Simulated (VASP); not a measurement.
# Ca (I4/mmm) in VASP: further runs

Runs on Ca. Level: r2SCAN. Tasks: single point.

Program: VASP 6.6.1. These are calculated values, not measurements. Logs are shortened: lines on timing, memory, paths and dates and some standing lists are left out, and cuts for length are marked.

## (1) The cell of the first run

The structure is tetragonal, space group I4/mmm (No. 139). Conventional cell: a = 4.525 Å, b = 4.525 Å, c = 4.480 Å, α = 90.00°, β = 90.00°, γ = 90.00°. Ca (site symmetry 4/mmm) has 14 Ca at 3.91 to 4.52 Å within 5.1 Å.

## (2) Single point, r2SCAN (strain +0.0100 x Voigt [1, 1, 0, 0, 0, 0])

Contents of POSCAR:

```
Ca
1.0
   -2.2624000000      2.2624000000      2.2400000000
    2.2624000000     -2.2624000000      2.2400000000
    2.2624000000      2.2624000000     -2.2400000000
Ca
1
Direct
    0.0000000000      0.0000000000      0.0000000000
```

Contents of INCAR.step1:

```
  PREC = Accurate
  ENCUT = 520
  ISMEAR = 0
  SIGMA = 0.15
  LREAL = False
  LASPH = True
  NELM = 60
  NBANDS = 11
  GGA = PE
  ALGO = Normal
  EDIFF = 1E-4
  LWAVE = True
  LCHARG = False
```

Contents of INCAR.step2:

```
  PREC = Accurate
  ENCUT = 520
  EDIFF = 1E-7
  ISMEAR = 0
  SIGMA = 0.15
  LREAL = False
  LASPH = True
  NELM = 60
  ALGO = Normal
  ISIF = 2
  LWAVE = False
  LCHARG = False
  METAGGA = R2SCAN
  LMIXTAU = True
  NBANDS = 11
  ISTART = 1
```

Contents of KPOINTS:

```
Automatic mesh
0
Gamma
  16 16 16
```

Potentials or basis: VASP PAW PBE potentials, release 64 (Ca_sv).

Launch:

```
$ cat potpaw_PBE.64/Ca_sv/POTCAR > POTCAR
$ cp INCAR.step1 INCAR
$ mpirun -np 1 vasp_std > vasp.out
$ cp INCAR.step2 INCAR
$ mpirun -np 1 vasp_std > vasp.out
```

OUTCAR:

```text
PREC = Accurate
   ENCUT = 520
   EDIFF = 1E-7
   ISMEAR = 0
   LREAL = False
   LASPH = True
   NELM = 60
   ISIF = 2
   METAGGA = R2SCAN
   ISTART = 1

 ion  position               nearest neighbor table
   1  0.000  0.000  0.000-

  LATTYP: Found a body centered tetragonal cell.
 ALAT       =     4.5248000000
 C/A-ratio  =     0.9900990099

  Lattice vectors:

 A1 = (  -2.2624000000,   2.2624000000,   2.2400000000)
 A2 = (   2.2624000000,  -2.2624000000,   2.2400000000)
 A3 = (   2.2624000000,   2.2624000000,  -2.2400000000)

Analysis of symmetry for initial positions (statically):
=====================================================================
 Subroutine PRICEL returns:
 Original cell was already a primitive cell.

 Routine SETGRP: Setting up the symmetry group for a
 body centered tetragonal supercell.

 Subroutine GETGRP returns: Found 16 space group operations
 (whereof 16 operations were pure point group operations)
 out of a pool of 16 trial point group operations.

The static configuration has the point symmetry D_4h.

Analysis of symmetry for dynamics (positions and initial velocities):
=====================================================================
 Subroutine PRICEL returns:
 Original cell was already a primitive cell.

 Routine SETGRP: Setting up the symmetry group for a
 body centered tetragonal supercell.

 Subroutine GETGRP returns: Found 16 space group operations
 (whereof 16 operations were pure point group operations)
 out of a pool of 16 trial point group operations.

The dynamic configuration has the point symmetry D_4h.

 Subroutine INISYM returns: Found 16 space group operations
 (whereof 16 operations are pure point group operations),
 and found     1 'primitive' translations

----------------------------------------------------------------------------------------

                                     Primitive cell

  volume of cell :      45.8613

  direct lattice vectors                    reciprocal lattice vectors
    -2.262400000  2.262400000  2.240000000     0.000000000  0.221004243  0.223214286
     2.262400000 -2.262400000  2.240000000     0.221004243  0.000000000  0.223214286
     2.262400000  2.262400000 -2.240000000     0.221004243  0.221004243  0.000000000

  length of vectors
     3.905701924  3.905701924  3.905701924     0.314113822  0.314113822  0.312547198

  position of ions in fractional coordinates (direct lattice)
     0.000000000  0.000000000  0.000000000

  ion indices of the primitive-cell ions
   primitive index   ion index
                 1           1

----------------------------------------------------------------------------------------

 KPOINTS: Automatic mesh

Automatic generation of k-mesh.
 Grid dimensions read from file:
 generate k-points for:   16   16   16

 Generating k-lattice:

  Cartesian coordinates                     Fractional coordinates (reciprocal lattice)
     0.000000000  0.013812765  0.013950893     0.062500000  0.000000000  0.000000000
     0.013812765  0.000000000  0.013950893     0.000000000  0.062500000  0.000000000
     0.013812765  0.013812765  0.000000000     0.000000000  0.000000000  0.062500000

  Length of vectors
     0.019632114  0.019632114  0.019534200

  Shift w.r.t. Gamma in fractional coordinates (k-lattice)
     0.000000000  0.000000000  0.000000000

 Subroutine IBZKPT returns following result:
 ===========================================

 Found    349 irreducible k-points:

 Following reciprocal coordinates:
            Coordinates               Weight
  0.000000  0.000000  0.000000      1.000000
  0.062500  0.000000  0.000000      8.000000
  0.125000  0.000000  0.000000      8.000000
  0.187500  0.000000  0.000000      8.000000
  0.250000  0.000000  0.000000      8.000000
  0.312500  0.000000  0.000000      8.000000
[... 16 lines left out ...]
 -0.125000  0.062500  0.000000     16.000000
 -0.062500  0.062500  0.000000      4.000000
 [... further k-points ...]
   k-points           NKPTS =    349   k-points in BZ     NKDIM =    349   number of bands    NBANDS=     11
   number of dos      NEDOS =    301   number of ions     NIONS =      1
   total plane-waves  NPLWV =  27000
   dimension x,y,z NGX =    30 NGY =   30 NGZ =   30
   dimension x,y,z NGXF=    60 NGYF=   60 NGZF=   60
   ions per type =               1
   NGX,Y,Z   is equivalent  to a cutoff of  12.77, 12.77, 12.77 a.u.
   NGXF,Y,Z  is equivalent  to a cutoff of  25.54, 25.54, 25.54 a.u.
 SYSTEM =  unknown system
   PREC   = accura    normal or accurate (medium, high low for compatibility)
   ISTART =      1    job   : 0-new  1-cont  2-samecut
   ICHARG =      0    charge: 1-file 2-atom 10-const
   ISPIN  =      1    spin polarized calculation?
   LNONCOLLINEAR =      F non collinear calculations
   LSORBIT =      F    spin-orbit coupling
   LASPH  =      T    aspherical Exc in radial PAW
   ENCUT  =  520.0 eV  38.22 Ry    6.18 a.u.   7.26  7.26  7.26*2*pi/ulx,y,z
   NELM   =     60;   NELMIN=  2; NELMDL=  0     # of ELM steps
   EDIFF  = 0.1E-06   stopping-criterion for ELM
   LREAL  =      F    real-space projection
   EDIFFG = 0.1E-05   stopping-criterion for IOM
   NSW    =      0    number of steps for IOM
   IBRION =     -1    ionic relax: 0-MD 1-quasi-New 2-CG
   NFREE  =      0    steps in history (QN), initial steepest desc. (CG)
   ISIF   =      2    stress and relaxation
   ISYM   =      2    0-nonsym 1-usesym 2-fastsym
   POTIM  = 0.5000    time-step for ionic-motion
   TEBEG  =    0.0;   TEEND  =   0.0 temperature during run
   PSTRESS=    0.0 pullay stress
   NELECT =      10.0000    total number of electrons
   NUPDOWN=      -1.0000    fix difference up-down
   EMIN   =  10.00;   EMAX   =-10.00  energy-range for DOS
   EFERMI =   0.00;   METHOD = LEGACY
   ISMEAR =     0;   SIGMA  =   0.15  broadening in eV -4-tet -1-fermi 0-gaus
   EFERMI_NEDOS =   21; number of points for ismear=-14 and -15
   IALGO  =     38    algorithm
   IMIX   =      4    mixing-type and parameters
     AMIX     =   0.40;   BMIX     =  1.00
     AMIX_MAG =   1.60;   BMIX_MAG =  1.00
  volume/ion in A,a.u.               =      45.86       309.49
  Fermi-wavevector in a.u.,A,eV,Ry     =   0.985355  1.862050 13.210220  0.970924
  Thomas-Fermi vector in A             =   2.116655
   LORBIT       =      0    0 simple, 1 ext, 2 COOP (PROOUT), +10 PAW based schemes
   METAGGA = R2SCAN    functional components
   LHFCALC =     F    Hartree Fock is set to
   AEXX    =    0.0000 exact exchange contribution
   IVDW    =     0    specifies the selected vdW correction
   LEPSILON=     F    determine dielectric tensor
   LRPA    =     F    only Hartree local field effects (RPA)
 non-spin polarized calculation
 Gauss-broadening in eV      SIGMA  =   0.15
  energy-cutoff  :      520.00
  volume of cell :       45.86
 maximum number of plane-waves:      1264
 NGX is ok and might be reduce to    30
   NGX = 15   NGY = 15   NGZ = 15

 number of electron      10.0000000 magnetization

 Free energy of the ion-electron system (eV)
  ---------------------------------------------------
  ext. energy  EPLUGINS =         0.00000000
  ---------------------------------------------------
  free energy    TOTEN  =        -7.01827474 eV

  energy without entropy =       -7.00295661  energy(sigma->0) =       -7.01061567

 E-fermi :   1.7218     XC(G=0):  -7.9505

 val. band max:        1.7217512198   @ k =  -0.3750  -0.4375   0.1875
 cond. band min:       1.7255724847   @ k =   0.3750   0.2500   0.0000
 fundamental gap:      0.0038212649
 Fermi energy:         1.7218219823

 k-point     1 :       0.0000    0.0000    0.0000
  band No.  band energies     occupation
      1     -42.3151      2.00000
      2     -22.3495      2.00000
      3     -22.3487      2.00000
      4     -22.3486      2.00000
      5      -2.4531      2.00000
      6       4.2351      0.00000
      7       4.2795      0.00000
      8       4.2795      0.00000
      9       5.2480      0.00000
     10       5.3016      0.00000
     11      12.0526      0.00000

 k-point     2 :       0.0625    0.0000    0.0000
  band No.  band energies     occupation
      1     -42.3147      2.00000
      2     -22.3533      2.00000
      3     -22.3500      2.00000
      4     -22.3490      2.00000
      5      -2.3827      2.00000
      6       4.2074      0.00000
      7       4.2510      0.00000
      8       4.3125      0.00000
      9       5.2222      0.00000
     10       5.2748      0.00000
     11      11.9709      0.00000

 k-point     3 :       0.1250    0.0000    0.0000
  band No.  band energies     occupation
      1     -42.3135      2.00000
      2     -22.3653      2.00000
      3     -22.3541      2.00000
      4     -22.3490      2.00000
      5      -2.1739      2.00000
      6       4.0861      0.00000
      7       4.1309      0.00000
      8       4.4588      0.00000
      9       5.1285      0.00000
     10       5.2716      0.00000
     11      11.5094      0.00000

 k-point     4 :       0.1875    0.0000    0.0000
  band No.  band energies     occupation
      1     -42.3118      2.00000
      2     -22.3831      2.00000
      3     -22.3601      2.00000
      4     -22.3490      2.00000
      5      -1.8339      2.00000
      6       3.8633      0.00000
      7       3.9117      0.00000
      8       4.7005      0.00000
      9       5.0836      0.00000
     10       5.2896      0.00000
     11      10.6136      0.00000
[... 239 lines left out ...]
 k-point    22 :      -0.1875    0.0625    0.0000
  band No.  band energies     occupation
      1     -42.3125      2.00000
      2     -22.3762      2.00000
      3     -22.3564      2.00000
      4     -22.3504      2.00000
      5      -1.9707      2.00000
      6       3.9666      0.00000
      7       3.9927      0.00000
      8       4.6144      0.00000
      9       5.0355      0.00000
     10       5.3205      0.00000
     11      11.1146      0.00000

 k-point    23 :      -0.1250    0.0625    0.0000
  band No.  band energies     occupation
      1     -42.3139      2.00000
      2     -22.3613      2.00000
      3     -22.3519      2.00000
      4     -22.3498      2.00000
      5      -2.2445      2.00000
      6       4.1296      0.00000
      7       4.1652      0.00000
      8       4.4240      0.00000
      9       5.1162      0.00000
     10       5.3011      0.00000
     11      11.6932      0.00000

 k-point    24 :      -0.0625    0.0625    0.0000
  band No.  band energies     occupation
      1     -42.3147      2.00000
      2     -22.3528      2.00000
      3     -22.3508      2.00000
      4     -22.3486      2.00000
      5      -2.3834      2.00000
      6       4.2079      0.00000
      7       4.2360      0.00000
      8       4.3300      0.00000
      9       5.1940      0.00000
     10       5.3011      0.00000
     11      11.9280      0.00000

 [... further k-points ...]
[... 5 lines left out ...]
  --------------------------------------------------------------------------------------
  -------------------------------------------------------------------------------------
  Total       -0.2570720     -0.2570720     -0.2538611      0.0000000     -0.0000000      0.0000000
  in kB       -8.9808725     -8.9808725     -8.8686997      0.0000000     -0.0000000      0.0000000
  external PRESSURE =      -8.9434816 kB  Pullay stress =       0.0000000 kB

 VOLUME and BASIS-vectors are now :
 -----------------------------------------------------------------------------
  energy-cutoff  :      520.00
  volume of cell :       45.86
      direct lattice vectors                 reciprocal lattice vectors
    -2.262400000  2.262400000  2.240000000     0.000000000  0.221004243  0.223214286
     2.262400000 -2.262400000  2.240000000     0.221004243  0.000000000  0.223214286
     2.262400000  2.262400000 -2.240000000     0.221004243  0.221004243  0.000000000

 POSITION                                       TOTAL-FORCE (eV/Angst)
 -----------------------------------------------------------------------------------
      0.00000      0.00000      0.00000         0.000000      0.000000      0.000000
 -----------------------------------------------------------------------------------
    total drift:                               -0.000000     -0.000000      0.000000

  FREE ENERGIE OF THE ION-ELECTRON SYSTEM (eV)
  ---------------------------------------------------
  free  energy   TOTEN  =        -7.0182747356 eV

  energy  without entropy=       -7.0029566097  energy(sigma->0) =       -7.01061567
```

Run time: 5.3 min. Hardware: 1 thread of Intel Xeon 6975P-C (Granite Rapids), shared host; peak memory 0.3 GiB.

Results:

- Free energy: -7.0183 eV
- Pressure: -0.9 GPa
- Band gap on the k mesh: zero (bands 5 and 6 overlap by 0.60 eV)

Levels at points of the mesh, in eV from the Fermi level:
```csv
k point,band 2,band 3,band 4,band 5,band 6,band 7,band 8,band 9
"(0.00, 0.00, 0.00)",-24.07,-24.07,-24.07,-4.17,2.51,2.56,2.56,3.53
"(0.50, 0.00, 0.00)",-24.18,-24.11,-24.07,-0.81,-0.19,1.56,3.47,3.83
"(0.50, 0.50, 0.00)",-24.18,-24.11,-24.07,-0.83,-0.22,1.62,3.42,3.80
"(0.50, 0.50, 0.50)",-24.15,-24.15,-24.15,0.22,0.24,3.79,3.79,3.96
```

Caveat: the cell differs from its parent crystal (strain +0.0100 x Voigt [1, 1, 0, 0, 0, 0]); the PAW data sets were made with another functional, which shifts forces and pressure a little.

## (3) Single point, r2SCAN (strain +0.0175 x Voigt [1, 1, 0, 0, 0, 0])

Contents of POSCAR:

```
Ca
1.0
   -2.2792000000      2.2792000000      2.2400000000
    2.2792000000     -2.2792000000      2.2400000000
    2.2792000000      2.2792000000     -2.2400000000
Ca
1
Direct
    0.0000000000      0.0000000000      0.0000000000
```

Contents of INCAR.step1:

```
PREC = Accurate
ENCUT = 520
ISMEAR = 0
SIGMA = 0.15
LREAL = False
LASPH = True
NELM = 80
NBANDS = 11
GGA = PE
ALGO = Normal
EDIFF = 1E-4
LWAVE = True
LCHARG = False
```

Contents of INCAR.step2:

```
PREC = Accurate
ENCUT = 520
EDIFF = 1E-6
ISMEAR = 0
SIGMA = 0.15
LREAL = False
LASPH = True
NELM = 80
ALGO = Normal
ISIF = 2
LWAVE = False
LCHARG = False
METAGGA = R2SCAN
LMIXTAU = True
NBANDS = 11
ISTART = 1
```

Contents of KPOINTS:

```
regular mesh
0
Gamma
  16 16 16
```

Potentials or basis: VASP PAW PBE potentials, release 64 (Ca_sv).

Launch:

```
$ cat potpaw_PBE.64/Ca_sv/POTCAR > POTCAR
$ cp INCAR.step1 INCAR
$ mpirun -np 1 vasp_std > vasp.out
$ cp INCAR.step2 INCAR
$ mpirun -np 1 vasp_std > vasp.out
```

It took 4.9 min on 1 thread of Intel Xeon 6975P-C (Granite Rapids), shared host; peak memory 0.3 GiB.

Results (log left out):

* Free energy: -7.0142 eV
* Pressure: -1.1 GPa
* Band gap on the k mesh: zero (bands 5 and 6 overlap by 0.62 eV)

Levels at points of the mesh, in eV from the Fermi level:
| k point | band 1 | band 2 | band 3 | band 4 | band 5 | band 6 | band 7 | band 8 | band 9 | band 10 |
| --- | --- | --- | --- | --- | --- | --- | --- | --- | --- | --- |
| (0.00, 0.00, 0.00) | -44.07 | -24.11 | -24.11 | -24.11 | -4.15 | 2.47 | 2.55 | 2.55 | 3.47 | 3.56 |
| (0.50, 0.00, 0.00) | -44.06 | -24.21 | -24.14 | -24.11 | -0.80 | -0.19 | 1.54 | 3.44 | 3.79 | 4.47 |
| (0.50, 0.50, 0.00) | -44.06 | -24.21 | -24.14 | -24.11 | -0.84 | -0.24 | 1.64 | 3.36 | 3.75 | 4.46 |
| (0.50, 0.50, 0.50) | -44.06 | -24.18 | -24.18 | -24.18 | 0.22 | 0.26 | 3.69 | 3.69 | 3.99 | 4.26 |

Caveat: the cell differs from its parent crystal (strain +0.0175 x Voigt [1, 1, 0, 0, 0, 0]); the PAW data sets were made with another functional, which shifts forces and pressure a little.

[end of part 1 of 2]
